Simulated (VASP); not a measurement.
Set up this calculation in VASP 6.6.1, as the native input.

```
Task                   : single point
Functional             : PBE
Potentials or basis    : VASP PAW PBE potentials, release 64 (Be, S)
Cutoff                 : 520 eV
k mesh                 : 6 × 6 × 6
Occupations            : gaussian, width 0.1 eV
Spin                   : no spin polarisation
Dipole correction      : no
Further INCAR settings : ALGO = Normal; EDIFF = 1e-06; NBANDS = 16
```

The structure of BeS lies in POSCAR:

```
BeS
1.0
   -1.7756104807      1.7756104807      5.9491466089
    1.7756104807     -1.7756104807      5.9491466089
    1.7756104807      1.7756104807     -5.9491466089
Be S
2 2
Direct
    0.4454215584      0.4454215584      0.0000000000
    0.1954215584      0.6954215584      0.5000000000
    0.6151234316      0.6151234316      0.0000000000
    0.3651234316      0.8651234316      0.5000000000
```

One way to write it, as run:

INCAR

```
PREC = Accurate ; ENCUT = 520
EDIFF = 1E-6 ; ISMEAR = 0
SIGMA = 0.1 ; LREAL = False
LASPH = True ; NELM = 60
ALGO = Normal ; ISIF = 2
LWAVE = False ; LCHARG = True
GGA = PE ; LELF = True
LVHAR = True ; NBANDS = 16
```

KPOINTS

```
regular mesh
0
Gamma
  6 6 6
```

Potentials or basis: VASP PAW PBE potentials, release 64 (Be, S).

The run is started by

```bash
$ cat potpaw_PBE.64/Be/POTCAR potpaw_PBE.64/S/POTCAR > POTCAR
$ mpirun -np 1 vasp_std > vasp.out
```

It gave:

```
Pressure               : 0.0 GPa
Largest force          : 0.015 eV/Å
Band gap on the k mesh : 1.76 eV, indirect (least direct gap 3.09 eV)
```

It took 45 s on 1 thread of Intel(R) Xeon(R) 6975P-C (Granite Rapids), on a shared host, peak memory 0.29 GiB.
